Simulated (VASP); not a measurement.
# Sn (I4_1/amd) in VASP: further runs, part 3 of 3

VASP 6.6.1. Earlier steps stand in the parts before.

**5. Electric field gradients, PBE (zz strain of +1 %)**

INCAR reads:

```
SYSTEM = Sn
ALGO = Normal
EDIFF = 1E-8
ENCUT = 520
GGA = PE
ISIF = 2
ISMEAR = -1
LASPH = .True.
LCHARG = .False.
LEFG = .True.
LREAL = .False.
LWAVE = .False.
NBANDS = 21
NELM = 80
PREC = Accurate
SIGMA = 0.05
```

KPOINTS reads:

```
k-points
0
Gamma
  15 15 15
  0 0 0
```

POSCAR reads:

```
Sn
1.0
   -2.9158500000      2.9158500000      1.6065565000
    2.9158500000     -2.9158500000      1.6065565000
    2.9158500000      2.9158500000     -1.6065565000
Sn
2
Direct
    0.0000000000      0.0000000000      0.0000000000
    0.7500000000      0.2500000000      0.5000000000
```

Potentials or basis: VASP PAW PBE potentials, release 64 (Sn_d).

Launch:

```console
> cat potpaw_PBE.64/Sn_d/POTCAR > POTCAR
> mpirun -np 1 vasp_std > vasp.out
```

OUTCAR:

```text
SYSTEM = Sn
   EDIFF = 1E-8
   ENCUT = 520
   GGA = PE
   ISIF = 2
   ISMEAR = -1
   LASPH = .True.
   LREAL = .False.
   NELM = 80
   PREC = Accurate

 ion  position               nearest neighbor table
   1  0.000  0.000  0.000-   2 3.02   2 3.02   2 3.02   2 3.02
   2  0.750  0.250  0.500-   1 3.02   1 3.02   1 3.02   1 3.02

  LATTYP: Found a body centered tetragonal cell.
 ALAT       =     5.8317000000
 C/A-ratio  =     0.5509736440

  Lattice vectors:

 A1 = (  -2.9158500000,   2.9158500000,   1.6065565000)
 A2 = (   2.9158500000,  -2.9158500000,   1.6065565000)
 A3 = (   2.9158500000,   2.9158500000,  -1.6065565000)

Analysis of symmetry for initial positions (statically):
=====================================================================
 Subroutine PRICEL returns:
 Original cell was already a primitive cell.

 Routine SETGRP: Setting up the symmetry group for a
 body centered tetragonal supercell.

 Subroutine GETGRP returns: Found 16 space group operations
 (whereof  8 operations were pure point group operations)
 out of a pool of 16 trial point group operations.

The static configuration has the point symmetry D_2d.
 The point group associated with its full space group is D_4h.

Analysis of symmetry for dynamics (positions and initial velocities):
=====================================================================
 Subroutine PRICEL returns:
 Original cell was already a primitive cell.

 Routine SETGRP: Setting up the symmetry group for a
 body centered tetragonal supercell.

 Subroutine GETGRP returns: Found 16 space group operations
 (whereof  8 operations were pure point group operations)
 out of a pool of 16 trial point group operations.

The dynamic configuration has the point symmetry D_2d.
 The point group associated with its full space group is D_4h.

 Subroutine INISYM returns: Found 16 space group operations
 (whereof  8 operations are pure point group operations),
 and found     1 'primitive' translations

----------------------------------------------------------------------------------------

                                     Primitive cell

  volume of cell :      54.6369

  direct lattice vectors                    reciprocal lattice vectors
    -2.915850000  2.915850000  1.606556500     0.000000000  0.171476585  0.311224660
     2.915850000 -2.915850000  1.606556500     0.171476585  0.000000000  0.311224660
     2.915850000  2.915850000 -1.606556500     0.171476585  0.171476585  0.000000000

  length of vectors
     4.425537960  4.425537960  4.425537960     0.355337879  0.355337879  0.242504512

  position of ions in fractional coordinates (direct lattice)
     0.000000000  0.000000000  0.000000000
     0.750000000  0.250000000  0.500000000

  ion indices of the primitive-cell ions
   primitive index   ion index
                 1           1
                 2           2

----------------------------------------------------------------------------------------

 KPOINTS: k-points
[... 74 lines left out ...]
   ISIF   =      2    stress and relaxation
   ISYM   =      2    0-nonsym 1-usesym 2-fastsym
   POTIM  = 0.5000    time-step for ionic-motion
   TEBEG  =    0.0;   TEEND  =   0.0 temperature during run
   PSTRESS=    0.0 pullay stress
   NELECT =      28.0000    total number of electrons
   NUPDOWN=      -1.0000    fix difference up-down
   EMIN   =  10.00;   EMAX   =-10.00  energy-range for DOS
   EFERMI =   0.00;   METHOD = LEGACY
   ISMEAR =    -1;   SIGMA  =   0.05  broadening in eV -4-tet -1-fermi 0-gaus
   EFERMI_NEDOS =   21; number of points for ismear=-14 and -15
   IALGO  =     38    algorithm
   IMIX   =      4    mixing-type and parameters
     AMIX     =   0.40;   BMIX     =  1.00
     AMIX_MAG =   1.60;   BMIX_MAG =  1.00
  volume/ion in A,a.u.               =      27.32       184.35
  Fermi-wavevector in a.u.,A,eV,Ry     =   1.310083  2.475697 23.351907  1.716317
  Thomas-Fermi vector in A             =   2.440637
   LORBIT       =      0    0 simple, 1 ext, 2 COOP (PROOUT), +10 PAW based schemes
   GGA     = PE    functional components
   LHFCALC =     F    Hartree Fock is set to
   AEXX    =    0.0000 exact exchange contribution
   IVDW    =     0    specifies the selected vdW correction
   LEPSILON=     F    determine dielectric tensor
   LRPA    =     F    only Hartree local field effects (RPA)
 non-spin polarized calculation
  energy-cutoff  :      520.00
  volume of cell :       54.64
 maximum number of plane-waves:      1498
 NGX is ok and might be reduce to    36
   NGX = 17   NGY = 17   NGZ = 17

 number of electron      27.9999998 magnetization

 Free energy of the ion-electron system (eV)
  ---------------------------------------------------
  ext. energy  EPLUGINS =         0.00000000
  ---------------------------------------------------
  free energy    TOTEN  =        -7.59723032 eV

  energy without entropy =       -7.58955678  energy(sigma->0) =       -7.59339355

 E-fermi :   7.8877     XC(G=0): -10.2740

 val. band max:        7.8700245529   @ k =  -0.1333  -0.2000   0.1333
 cond. band min:       7.8998258205   @ k =   0.2667   0.0667  -0.0000
 fundamental gap:      0.0298012677
 Fermi energy:         7.8876844813

 k-point     1 :       0.0000    0.0000    0.0000
  band No.  band energies     occupation
      1     -13.7594      2.00000
      2     -13.6661      2.00000
      3     -13.6333      2.00000
      4     -13.6116      2.00000
      5     -13.4780      2.00000
      6     -13.4780      2.00000
[... 565 lines left out ...]
     20      15.0644      0.00000
     21      15.9908      0.00000

 [... further k-points ...]

------------------------ aborting loop because EDIFF is reached ----------------------------------------

  FORCE on cell =-STRESS in cart. coord.  units (eV):
  Direction    XX          YY          ZZ          XY          YZ          ZX
  --------------------------------------------------------------------------------------
  -------------------------------------------------------------------------------------
  Total        0.8572008      0.8572008      0.3644994      0.0000000     -0.0000000      0.0000000
  in kB       25.1366148     25.1366148     10.6886056      0.0000000     -0.0000000      0.0000000
  external PRESSURE =      20.3206117 kB  Pullay stress =       0.0000000 kB

 VOLUME and BASIS-vectors are now :
 -----------------------------------------------------------------------------
  energy-cutoff  :      520.00
  volume of cell :       54.64
      direct lattice vectors                 reciprocal lattice vectors
    -2.915850000  2.915850000  1.606556500     0.000000000  0.171476585  0.311224660
     2.915850000 -2.915850000  1.606556500     0.171476585  0.000000000  0.311224660
     2.915850000  2.915850000 -1.606556500     0.171476585  0.171476585  0.000000000

 POSITION                                       TOTAL-FORCE (eV/Angst)
 -----------------------------------------------------------------------------------
      0.00000      0.00000      0.00000        -0.000000     -0.000000      0.000000
     -0.00000      2.91585      0.80328         0.000000      0.000000     -0.000000
 -----------------------------------------------------------------------------------
    total drift:                               -0.000000      0.000000     -0.000000

  FREE ENERGIE OF THE ION-ELECTRON SYSTEM (eV)
  ---------------------------------------------------
  free  energy   TOTEN  =        -7.5972303246 eV

  energy  without entropy=       -7.5895567756  energy(sigma->0) =       -7.59339355

 Electric field gradients (V/A^2)
---------------------------------------------------------------------
 ion       V_xx      V_yy      V_zz      V_xy      V_xz      V_yz
---------------------------------------------------------------------
   1     -23.990   -23.990    47.980     0.001     0.001     0.001
   2     -23.990   -23.990    47.980     0.001     0.001     0.001
---------------------------------------------------------------------

 Electric field gradients after diagonalization (V/A^2)
 (convention: |V_zz| > |V_xx| > |V_yy|)
----------------------------------------------------------------------
 ion       V_xx      V_yy      V_zz     asymmetry (V_yy - V_xx)/ V_zz
----------------------------------------------------------------------
   1     -23.991   -23.989    47.980       0.000
   2     -23.991   -23.989    47.980       0.000
----------------------------------------------------------------------

           NMR quadrupolar parameters

 Cq : quadrupolar parameter    Cq=e*Q*V_zz/h
 eta: asymmetry parameters     (V_yy - V_xx)/ V_zz
 Q  : nuclear electric quadrupole moment in mb (millibarn)
----------------------------------------------------------------------
 ion       Cq(MHz)       eta       Q (mb)
----------------------------------------------------------------------
   1       0.116       0.000       1.000
   2       0.116       0.000       1.000
----------------------------------------------------------------------
```

stdout:

```text
POSCAR found type information on POSCAR Sn
 POSCAR found :  1 types and       2 ions
 scaLAPACK will be used
 LDA part: xc-table for (Slater+PW92), standard interpolation
 POSCAR, INCAR and KPOINTS ok, starting setup
 FFT: planning ... GRIDC
 FFT: planning ... GRID_SOFT
 FFT: planning ... GRID
 WAVECAR not read
 entering main loop
ion   1

ion   2
```

Wall time 7.4 min (1 thread of Oxide Virtual Turin-like, shared host); peak memory 0.36 GiB.

Results:

* Free energy: -7.5972 eV
* Pressure: 2.0 GPa
* Band gap on the k mesh: zero (band 14 reaches 9.38 eV, above the bottom of band 15 at 5.08 eV)

Stress tensor (GPa, compression positive):
```
2.51 0.00 0.00
0.00 2.51 0.00
0.00 0.00 1.07
```

Electric field gradients, principal values (V/Å²):
```csv
atom,least,middle,greatest (by size)
1 Sn,-23.989,-23.991,47.980
2 Sn,-23.989,-23.991,47.980
```

Caveat: the cell differs from its parent crystal (zz strain of +1 %); without QUAD_EFG the Cq values of the log hold for a quadrupole moment of 1 mb, not for the nuclei; spin-orbit coupling is left out, which moves the levels of the heavy elements.

**6. The runs side by side**

```tsv
cell	gap on the mesh (eV)	pressure (GPa)
a = 4.360 Å, angles 97.4, 97.4, 137.8°, 2 atoms	none	5.3
a = 4.408 Å, angles 97.2, 97.2, 138.6°, 2 atoms	none	3.9
a = 4.426 Å, angles 97.6, 97.6, 137.4°, 2 atoms	none	2.0
```

Alike in all rows: task electric field gradients; level PBE; potentials or basis VASP PAW PBE potentials, release 64 (Sn_d); no spin polarisation; k mesh 15 × 15 × 15; cutoff (eV) 520; smearing fermi-dirac 0.05 eV.

Caveats: spin-orbit coupling is left out, which moves the levels of the heavy elements.

Absolute energies hang on the potentials; compare differences alone.
